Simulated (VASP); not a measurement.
# ScTa2N3 (P4/mmm) in VASP: a series of runs

The runs below take ScTa2N3 through relaxation of cell and atoms, with PBE.

All numbers are computed with VASP 6.6.1; they aren't measurements. Logs are shortened: lines on timing, memory, paths and dates and some standing lists are left out, and cuts for length are marked.

**1. The cell of the first run**

It takes space group P4/mmm (No. 123, tetragonal). The conventional cell has a = 2.751 Å, b = 2.751 Å, c = 8.279 Å, α = 90.00°, β = 90.00°, γ = 90.00°. Within 3.2 Å of Sc (site symmetry 4/mmm) lie 8 N at 2.45 Å and 4 Sc at 2.75 Å and 2 Ta at 2.76 Å. Ta (site symmetry 4mm) has 8 N at 2.33 to 2.38 Å and 5 Ta at 2.75 Å and 1 Sc at 2.76 Å within 3.1 Å. Within 3.1 Å of N (site symmetry 4mm) lie 4 Ta at 2.33 Å and 4 Sc at 2.45 Å and 6 N at 2.65 to 2.97 Å. Within 3.1 Å of N (site symmetry 4/mmm) lie 8 Ta at 2.38 Å and 6 N at 2.65 to 2.75 Å.

The cell was generated, and may not be a known phase.

**2. Relaxation of cell and atoms, PBE**

INCAR

```
SYSTEM = ScTa2N3
ALGO = Normal
EDIFF = 1E-7
EDIFFG = -0.01
ENCUT = 600
GGA = PE
IBRION = 2
ISIF = 3
ISMEAR = 0
LASPH = .True.
LCHARG = .False.
LREAL = .False.
LWAVE = .False.
NELM = 80
NSW = 100
PREC = Accurate
SIGMA = 0.1
```

KPOINTS

```
k-points
0
Gamma
  14 14 6
  0 0 0
```

POSCAR

```
ScTa2N3
1.0
    2.7510309147      0.0000000000      0.0000000000
    0.0000000000      2.7510309147      0.0000000000
    0.0000000000      0.0000000000      8.2787066525
Sc Ta N
1 2 3
Direct
    0.0000000000      0.0000000000      0.0000000000
    0.0000000000      0.0000000000      0.3339570728
    0.0000000000      0.0000000000      0.6660429272
    0.5000000000      0.5000000000      0.1795749818
    0.5000000000      0.5000000000      0.5000000000
    0.5000000000      0.5000000000      0.8204250182
```

Potentials or basis: VASP PAW PBE potentials, release 64 (Sc_sv, Ta_pv, N).

Command:

```sh
cat potpaw_PBE.64/Sc_sv/POTCAR potpaw_PBE.64/Ta_pv/POTCAR potpaw_PBE.64/N/POTCAR > POTCAR
mpirun -np 1 vasp_std > vasp.out
```

OUTCAR:

```text
SYSTEM = ScTa2N3
   EDIFF = 1E-7
   EDIFFG = -0.01
   ENCUT = 600
   GGA = PE
   IBRION = 2
   ISIF = 3
   ISMEAR = 0
   LASPH = .True.
   LREAL = .False.
   NELM = 80
   NSW = 100
   PREC = Accurate

 ion  position               nearest neighbor table
   1  0.000  0.000  0.000-   4 2.45   6 2.45   4 2.45   6 2.45   4 2.45   6 2.45   4 2.45   6 2.45
                             2 2.76   3 2.76
   2  0.000  0.000  0.334-   4 2.33   4 2.33   4 2.33   4 2.33   5 2.38   5 2.38   5 2.38   5 2.38
                             3 2.75   1 2.76
   3  0.000  0.000  0.666-   6 2.33   6 2.33   6 2.33   6 2.33   5 2.38   5 2.38   5 2.38   5 2.38
                             2 2.75   1 2.76
   4  0.500  0.500  0.180-   2 2.33   2 2.33   2 2.33   2 2.33   1 2.45   1 2.45   1 2.45   1 2.45

   5  0.500  0.500  0.500-   2 2.38   3 2.38   2 2.38   3 2.38   2 2.38   3 2.38   2 2.38   3 2.38

   6  0.500  0.500  0.820-   3 2.33   3 2.33   3 2.33   3 2.33   1 2.45   1 2.45   1 2.45   1 2.45

  LATTYP: Found a simple tetragonal cell.
 ALAT       =     2.7510309147
 C/A-ratio  =     3.0093106581

  Lattice vectors:

 A1 = (   2.7510309147,   0.0000000000,   0.0000000000)
 A2 = (   0.0000000000,   2.7510309147,   0.0000000000)
 A3 = (   0.0000000000,   0.0000000000,   8.2787066525)

Analysis of symmetry for initial positions (statically):
=====================================================================
 Subroutine PRICEL returns:
 Original cell was already a primitive cell.

 Routine SETGRP: Setting up the symmetry group for a
 simple tetragonal supercell.

 Subroutine GETGRP returns: Found 16 space group operations
 (whereof 16 operations were pure point group operations)
 out of a pool of 16 trial point group operations.

The static configuration has the point symmetry D_4h.

Analysis of symmetry for dynamics (positions and initial velocities):
=====================================================================
 Subroutine PRICEL returns:
 Original cell was already a primitive cell.

 Routine SETGRP: Setting up the symmetry group for a
 simple tetragonal supercell.

 Subroutine GETGRP returns: Found 16 space group operations
 (whereof 16 operations were pure point group operations)
 out of a pool of 16 trial point group operations.

The dynamic configuration has the point symmetry D_4h.

 Subroutine INISYM returns: Found 16 space group operations
 (whereof 16 operations are pure point group operations),
 and found     1 'primitive' translations

----------------------------------------------------------------------------------------

                                     Primitive cell

  volume of cell :      62.6547

  direct lattice vectors                    reciprocal lattice vectors
     2.751030915  0.000000000  0.000000000     0.363500095  0.000000000  0.000000000
     0.000000000  2.751030915  0.000000000     0.000000000  0.363500095  0.000000000
     0.000000000  0.000000000  8.278706653     0.000000000  0.000000000  0.120791815

  length of vectors
     2.751030915  2.751030915  8.278706653     0.363500095  0.363500095  0.120791815

  position of ions in fractional coordinates (direct lattice)
     0.000000000  0.000000000  0.000000000
     0.000000000  0.000000000  0.333957073
     0.000000000  0.000000000  0.666042927
     0.500000000  0.500000000  0.179574982
     0.500000000  0.500000000  0.500000000
     0.500000000  0.500000000  0.820425018

  ion indices of the primitive-cell ions
   primitive index   ion index
                 1           1
                 2           2
                 3           3
                 4           4
                 5           5
                 6           6

----------------------------------------------------------------------------------------

 KPOINTS: k-points

Automatic generation of k-mesh.
 Grid dimensions read from file:
 generate k-points for:   14   14    6

 Generating k-lattice:

  Cartesian coordinates                     Fractional coordinates (reciprocal lattice)
     0.025964293  0.000000000  0.000000000     0.071428571  0.000000000  0.000000000
     0.000000000  0.025964293  0.000000000     0.000000000  0.071428571  0.000000000
     0.000000000  0.000000000  0.020131969     0.000000000  0.000000000  0.166666667

  Length of vectors
     0.025964293  0.025964293  0.020131969

  Shift w.r.t. Gamma in fractional coordinates (k-lattice)
     0.000000000  0.000000000  0.000000000

 Subroutine IBZKPT returns following result:
 ===========================================

 Found    144 irreducible k-points:

 Following reciprocal coordinates:
            Coordinates               Weight
  0.000000  0.000000  0.000000      1.000000
  0.071429  0.000000  0.000000      4.000000
  0.142857  0.000000  0.000000      4.000000
  0.214286  0.000000  0.000000      4.000000
  0.285714  0.000000  0.000000      4.000000
  0.357143  0.000000  0.000000      4.000000
[... 16 lines left out ...]
  0.285714  0.214286  0.000000      8.000000
  0.357143  0.214286  0.000000      8.000000
 [... further k-points ...]
   k-points           NKPTS =    144   k-points in BZ     NKDIM =    144   number of bands    NBANDS=     28
   number of dos      NEDOS =    301   number of ions     NIONS =      6
   total plane-waves  NPLWV =  40320
   dimension x,y,z NGX =    24 NGY =   24 NGZ =   70
   dimension x,y,z NGXF=    48 NGYF=   48 NGZF=  140
   ions per type =               1   2   3
   NGX,Y,Z   is equivalent  to a cutoff of  14.50, 14.50, 14.06 a.u.
   NGXF,Y,Z  is equivalent  to a cutoff of  29.01, 29.01, 28.11 a.u.
 SYSTEM =  ScTa2N3
   PREC   = accura    normal or accurate (medium, high low for compatibility)
   ISTART =      0    job   : 0-new  1-cont  2-samecut
   ICHARG =      2    charge: 1-file 2-atom 10-const
   ISPIN  =      1    spin polarized calculation?
   LNONCOLLINEAR =      F non collinear calculations
   LSORBIT =      F    spin-orbit coupling
   LASPH  =      T    aspherical Exc in radial PAW
   ENCUT  =  600.0 eV  44.10 Ry    6.64 a.u.   5.49  5.49 16.53*2*pi/ulx,y,z
   NELM   =     80;   NELMIN=  2; NELMDL= -5     # of ELM steps
   EDIFF  = 0.1E-06   stopping-criterion for ELM
   LREAL  =      F    real-space projection
   EDIFFG = -.1E-01   stopping-criterion for IOM
   NSW    =    100    number of steps for IOM
   IBRION =      2    ionic relax: 0-MD 1-quasi-New 2-CG
   NFREE  =      1    steps in history (QN), initial steepest desc. (CG)
   ISIF   =      3    stress and relaxation
   ISYM   =      2    0-nonsym 1-usesym 2-fastsym
   POTIM  = 0.5000    time-step for ionic-motion
   TEBEG  =    0.0;   TEEND  =   0.0 temperature during run
   PSTRESS=    0.0 pullay stress
   NELECT =      48.0000    total number of electrons
   NUPDOWN=      -1.0000    fix difference up-down
   EMIN   =  10.00;   EMAX   =-10.00  energy-range for DOS
   EFERMI =   0.00;   METHOD = LEGACY
   ISMEAR =     0;   SIGMA  =   0.10  broadening in eV -4-tet -1-fermi 0-gaus
   EFERMI_NEDOS =   21; number of points for ismear=-14 and -15
   IALGO  =     38    algorithm
   IMIX   =      4    mixing-type and parameters
     AMIX     =   0.40;   BMIX     =  1.00
     AMIX_MAG =   1.60;   BMIX_MAG =  1.00
  volume/ion in A,a.u.               =      10.44        70.47
  Fermi-wavevector in a.u.,A,eV,Ry     =   1.497973  2.830759 30.530443  2.243924
  Thomas-Fermi vector in A             =   2.609792
   LORBIT       =      0    0 simple, 1 ext, 2 COOP (PROOUT), +10 PAW based schemes
   GGA     = PE    functional components
   LHFCALC =     F    Hartree Fock is set to
   AEXX    =    0.0000 exact exchange contribution
   IVDW    =     0    specifies the selected vdW correction
   LEPSILON=     F    determine dielectric tensor
   LRPA    =     F    only Hartree local field effects (RPA)
 conjugate gradient relaxation of ions
 non-spin polarized calculation
 Gauss-broadening in eV      SIGMA  =   0.10
  energy-cutoff  :      600.00
  volume of cell :       62.65
 maximum number of plane-waves:      2125
 NGX is ok and might be reduce to    24
   NGX = 11   NGY = 11   NGZ = 33

--------------------------------------- Ionic step        1  -------------------------------------------

 number of electron      48.0000004 magnetization

 Free energy of the ion-electron system (eV)
  ---------------------------------------------------
  ext. energy  EPLUGINS =         0.00000000
  ---------------------------------------------------
  free energy    TOTEN  =       -58.64177828 eV

  energy without entropy =      -58.62827363  energy(sigma->0) =      -58.63502595

------------------------ aborting loop because EDIFF is reached ----------------------------------------

  FORCE on cell =-STRESS in cart. coord.  units (eV):
  Direction    XX          YY          ZZ          XY          YZ          ZX
  --------------------------------------------------------------------------------------
  -------------------------------------------------------------------------------------
  Total        0.1780287      0.1780287      0.2154842      0.0000000      0.0000000     -0.0000000
  in kB        4.5524703      4.5524703      5.5102674      0.0000000      0.0000000     -0.0000000
  external PRESSURE =       4.8717360 kB  Pullay stress =       0.0000000 kB
[... 225 lines left out ...]
  energy  without entropy=      -58.6330207268  energy(sigma->0) =      -58.63968237

--------------------------------------- Ionic step        7  -------------------------------------------

 number of electron      48.0000004 magnetization

 Free energy of the ion-electron system (eV)
  ---------------------------------------------------
  ext. energy  EPLUGINS =         0.00000000
  ---------------------------------------------------
  free energy    TOTEN  =       -58.64643497 eV

  energy without entropy =      -58.63313967  energy(sigma->0) =      -58.63978732

 E-fermi :   8.0812     XC(G=0): -13.2011

 val. band max:        8.0674216669   @ k =   0.3571   0.0000   0.1667
 cond. band min:       8.0903157499   @ k =   0.3571   0.0000   0.0000
 fundamental gap:      0.0228940830
 Fermi energy:         8.0811998727

 k-point     1 :       0.0000    0.0000    0.0000
  band No.  band energies     occupation
      1     -41.5026      2.00000
      2     -27.2680      2.00000
      3     -26.6868      2.00000
      4     -26.3223      2.00000
      5     -26.3223      2.00000
      6     -26.2641      2.00000
[... 733 lines left out ...]
     27      10.4675      0.00000
     28      10.7086      0.00000

 [... further k-points ...]

------------------------ aborting loop because EDIFF is reached ----------------------------------------

  FORCE on cell =-STRESS in cart. coord.  units (eV):
  Direction    XX          YY          ZZ          XY          YZ          ZX
  --------------------------------------------------------------------------------------
  -------------------------------------------------------------------------------------
  Total       -0.0034009     -0.0034009      0.0025404      0.0000000      0.0000000      0.0000000
  in kB       -0.0867209     -0.0867209      0.0647790      0.0000000      0.0000000      0.0000000
  external PRESSURE =      -0.0362209 kB  Pullay stress =       0.0000000 kB
[... 21 lines left out ...]
  FREE ENERGIE OF THE ION-ELECTRON SYSTEM (eV)
  ---------------------------------------------------
  free  energy   TOTEN  =       -58.6464349712 eV

  energy  without entropy=      -58.6331396743  energy(sigma->0) =      -58.63978732

 reached required accuracy - stopping structural energy minimisation
```

Run time: 26 min. Hardware: 1 thread of Intel Xeon Platinum 8488C (Sapphire Rapids), shared host; peak memory 0.44 GiB.

Results:

* Free energy: -58.6464 eV
* Relaxed volume: 10.47 Å³/atom
* Relaxed cell: a = 2.753 Å, b = 2.753 Å, c = 8.292 Å, α = 90.00°, β = 90.00°, γ = 90.00°
* Space group after relaxing (to 0.1 Å): P4/mmm (No. 123)
* Energy gained by relaxing: 0.8 meV/atom
* Ionic steps: 7
* Pressure after relaxing: 0.0 GPa
* Band gap on the k mesh: zero (bands 24 and 25 overlap by 3.88 eV)

Step by step:
```
step  energy change (eV)  largest force (eV/Å)  pressure (GPa)  volume (Å³)
   1              0.0000                0.2414            0.49        62.65
   2             -0.0025                0.2268           -0.66        62.94
   3             -0.0035                0.1009           -0.27        62.84
   4             -0.0044                0.0480            0.34        62.73
   5             -0.0044                0.0458            0.41        62.72
   6             -0.0046                0.0287           -0.24        62.90
   7             -0.0047                0.0011            0.00        62.83
```

Final structure:
```xyz
6
Lattice="2.7528 0.0000 0.0000 0.0000 2.7528 0.0000 0.0000 0.0000 8.2917" Properties=species:S:1:pos:R:3 pbc="T T T"
Sc    0.0000    0.0000    0.0000
Ta    2.7528    0.0000    2.7647
Ta    0.0000    0.0000    5.5270
N     1.3764    1.3764    1.5047
N     1.3764    1.3764    4.1459
N     1.3764    1.3764    6.7870
```

Caveat: spin-orbit coupling is left out, which moves the levels of the heavy elements.

**3. Relaxation of cell and atoms, PBE, collinear spin**

This run uses another cell than the first one, of 16.64 Å³/atom.

INCAR

```
ALGO     = Normal         # electronic algorithm
EDIFF    = 1E-6           # SCF threshold, eV
EDIFFG   = -0.04          # ionic threshold
ENCUT    = 600            # plane-wave cutoff, eV
GGA      = PE             # functional
IBRION   = 2              # ionic algorithm
ISIF     = 3              # what is computed and relaxed
ISMEAR   = 0              # smearing method
ISPIN    = 2              # spin polarisation
LASPH    = True           # aspherical terms in the spheres
LCHARG   = False          # write CHGCAR
LMAXMIX  = 4              # l up to which the mixer works
LORBIT   = 11             # projections on sites
LREAL    = False          # projectors in reciprocal space
LWAVE    = False          # write WAVECAR
MAGMOM   = 0 1 1 0 0 0    # initial moments
NELM     = 150            # most SCF steps
NSW      = 90             # ionic steps
PREC     = Accurate       # precision mode
SIGMA    = 0.1            # smearing width, eV
```

KPOINTS

```
k-points
0
Gamma
  6 6 2
```

POSCAR

```
ScTa2N3
1.0
    3.1589135100      0.0000000000      0.0000000000
    0.0000000000      3.1589135100      0.0000000000
    0.0000000000      0.0000000000     10.0027429000
Sc Ta N
1 2 3
Direct
    0.0000000000      0.0000000000      0.0000000000
    0.0000000000      0.0000000000      0.3334420000
    0.0000000000      0.0000000000      0.6665580000
    0.5000000000      0.5000000000      0.1787200000
    0.5000000000      0.5000000000      0.5000000000
    0.5000000000      0.5000000000      0.8212800000
```

Potentials or basis: VASP PAW PBE potentials, release 64 (Sc_sv, Ta_pv, N).

Command:

```sh
cat potpaw_PBE.64/Sc_sv/POTCAR potpaw_PBE.64/Ta_pv/POTCAR potpaw_PBE.64/N/POTCAR > POTCAR
mpirun -np 1 vasp_std > vasp.out
```

Run time: 25 min. Hardware: 1 thread of Intel Xeon Platinum 8488C (Sapphire Rapids), shared host; peak memory 0.37 GiB.

Results (log left out):

| Quantity | Value |
| --- | --- |
| Free energy | -58.6395 eV |
| Relaxed volume | 10.48 Å³/atom |
| Relaxed cell | a = 2.753 Å, b = 2.753 Å, c = 8.292 Å, α = 90.00°, β = 90.00°, γ = 90.00° |
| Space group after relaxing (to 0.1 Å) | P4/mmm (No. 123) |
| Energy gained by relaxing | 1347.0 meV/atom |
| Ionic steps | 10 |
| Pressure after relaxing | 0.1 GPa |
| Largest force after relaxing | 0.035 eV/Å |
| Band gap on the k mesh | zero (filled and empty bands overlap) |
| Net moment | 0.00 μB per cell |
| Valence electrons inside the program's atomic spheres | Sc 9.64; Ta 8.98; N 3.64 |

Forces on the atoms (eV/Å):
```
Sc   0.000  0.000  0.000
Ta   0.000  0.000 -0.035
Ta   0.000  0.000  0.035
N    0.000  0.000 -0.007
N    0.000  0.000  0.000
N    0.000  0.000  0.007
```

Stress tensor (GPa, compression positive):
```
 0.13  0.00  0.00
 0.00  0.13  0.00
 0.00  0.00 -0.10
```

The path:
```tsv
step	energy change (eV)	largest force (eV/Å)	pressure (GPa)	volume (Å³)
1	0.0000	1.0116	-44.80	99.81
2	-1.7351	3.0053	159.14	46.49
3	-8.0379	0.0780	-6.31	64.50
4	-8.0691	0.0742	-2.03	63.42
5	-8.0733	0.1049	0.62	62.80
6	-8.0741	0.1303	0.01	62.89
7	-8.0808	0.1168	0.27	62.85
8	-8.0815	0.0416	-0.43	62.99
9	-8.0815	0.0458	-0.39	62.98
10	-8.0819	0.0354	0.05	62.86
```

Final structure:
```cif
data_structure
_symmetry_space_group_name_H-M 'P 1'
_symmetry_Int_Tables_number 1
_cell_length_a 2.7533
_cell_length_b 2.7533
_cell_length_c 8.2921
_cell_angle_alpha 90.000
_cell_angle_beta 90.000
_cell_angle_gamma 90.000
_cell_volume 62.86
loop_
_atom_site_label
_atom_site_type_symbol
_atom_site_fract_x
_atom_site_fract_y
_atom_site_fract_z
_atom_site_occupancy
Sc1 Sc 0.00000 0.00000 0.00000 1
Ta1 Ta 0.00000 0.00000 0.33415 1
Ta2 Ta 0.00000 0.00000 0.66585 1
N1 N 0.50000 0.50000 0.17985 1
N2 N 0.50000 0.50000 0.50000 1
N3 N 0.50000 0.50000 0.82015 1
```

Levels at points of the mesh, in eV from the Fermi level:
Spin up:
| k point | band 21 | band 22 | band 23 | band 24 | band 25 | band 26 | band 27 | band 28 |
| --- | --- | --- | --- | --- | --- | --- | --- | --- |
| (0.00, 0.00, 0.00) | -2.17 | -2.17 | -1.22 | -1.20 | -1.20 | -0.68 | 2.63 | 3.00 |
| (0.50, 0.00, 0.00) | -2.11 | -1.83 | -1.27 | -1.06 | 0.06 | 2.56 | 2.76 | 2.98 |
| (0.50, 0.50, 0.00) | -4.43 | -1.73 | -0.48 | 2.11 | 2.19 | 2.19 | 3.42 | 3.45 |
| (0.00, 0.00, 0.50) | -1.70 | -1.70 | -1.56 | -1.56 | -0.65 | -0.23 | -0.12 | 4.47 |
| (0.50, 0.00, 0.50) | -2.23 | -1.94 | -1.78 | -0.54 | -0.04 | 2.15 | 2.19 | 2.28 |
| (0.50, 0.50, 0.50) | -3.14 | -2.54 | -0.90 | 0.41 | 2.95 | 2.95 | 3.48 | 3.48 |
Spin down:
```
           k point  band 20  band 21  band 22  band 23  band 24  band 25  band 26  band 27  band 28  band 29
(0.00, 0.00, 0.00)    -2.54    -2.17    -2.17    -1.22    -1.20    -1.20    -0.68     2.63     3.00     4.22
(0.50, 0.00, 0.00)    -2.80    -2.11    -1.83    -1.27    -1.06     0.06     2.56     2.76     2.98     3.14
(0.50, 0.50, 0.00)    -4.43    -4.43    -1.73    -0.48     2.11     2.19     2.19     3.42     3.45     4.81
(0.00, 0.00, 0.50)    -2.86    -1.70    -1.70    -1.56    -1.56    -0.65    -0.23    -0.12     4.47     4.47
(0.50, 0.00, 0.50)    -3.08    -2.23    -1.94    -1.78    -0.54    -0.04     2.15     2.19     2.28     4.10
(0.50, 0.50, 0.50)    -5.01    -3.14    -2.54    -0.90     0.41     2.95     2.95     3.48     3.48     3.59
```

Caveat: the volume moved by over 15 % at a fixed basis, so the end points are rough; spin-orbit coupling is left out, which moves the levels of the heavy elements.

The gap in the log of VASP goes by the Fermi energy; the results here count the filled bands.